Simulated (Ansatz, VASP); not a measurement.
**One calculation of ReB, two programs**

File INCAR:

```
SYSTEM = ReB
PREC = Accurate ; ENCUT = 500
EDIFF = 1E-6 ; ISMEAR = 0
SIGMA = 0.1 ; LREAL = .False.
LASPH = .True. ; NELM = 120
ALGO = Normal ; ISIF = 2
LWAVE = .False. ; LCHARG = .False.
GGA = PE ; NBANDS = 26
GGA_COMPAT = .False.
```

The input KPOINTS:

```
regular mesh
0
Gamma
  6 6 4
  0 0 0
```

File POSCAR:

```
ReB
1.0
    2.8557300700      0.0000000000      0.0000000000
    0.0000000000      2.8557300700      0.0000000000
    0.0000000000      0.0000000000      5.7348493500
Re B
2 2
Direct
    0.5000000000      0.5000000000      0.2677464800
    0.5000000000      0.5000000000      0.7322535200
    0.0000000000      0.5000000000      0.5000000000
    0.5000000000      0.0000000000      0.5000000000
```

Input for Ansatz:

```yaml
crystal:
  lattice:
    - [2.85573007, 0.0, 0.0]
    - [0.0, 2.85573007, 0.0]
    - [0.0, 0.0, 5.73484935]
  atoms:
    - { symbol: Re, position: [0.5, 0.5, 0.26774648] }
    - { symbol: Re, position: [0.5, 0.5, 0.73225352] }
    - { symbol: B, position: [0.0, 0.5, 0.5] }
    - { symbol: B, position: [0.5, 0.0, 0.5] }
basis:
  ecutwfc: 420
kpoints:
  mp_grid: { grid: [6, 6, 4] }
hamiltonian:
  xc: pbe
scf:
  occupations: { method: gaussian, width: 0.1 }
  lower_state_search: "off"
output:
  forces: true
  stress: true
  eigenvalues: true
```

Alike in both runs: task single point; functional PBE; k mesh 6 × 6 × 4; occupations gaussian, width 0.1 eV; no spin polarisation.

```csv
,VASP,Ansatz
version,VASP 6.6.1,Ansatz 0.2.0
potentials or method,"VASP PAW PBE potentials, release 64 (Re_sv_GW, B), cutoff 500 eV","scalar-relativistic, plane waves, PAW"
valence electrons in the cell,36,36
```

Ansatz gave:

* gap on the k mesh at the Fermi level (eV): none
* rms of the force components (eV/Å): 4.249

Question: Which values does VASP return?

Answer: gap on the k mesh at the Fermi level (eV): none; rms of the force components (eV/Å): 4.274.

Atom by atom the forces differ by 0.026 eV/Å (rms over components). A gap of «none» marks a metal or a gap that the smearing closes.

The k mesh is coarse, so the values compare programs but aren't converged. Neither program's run includes spin-orbit coupling.
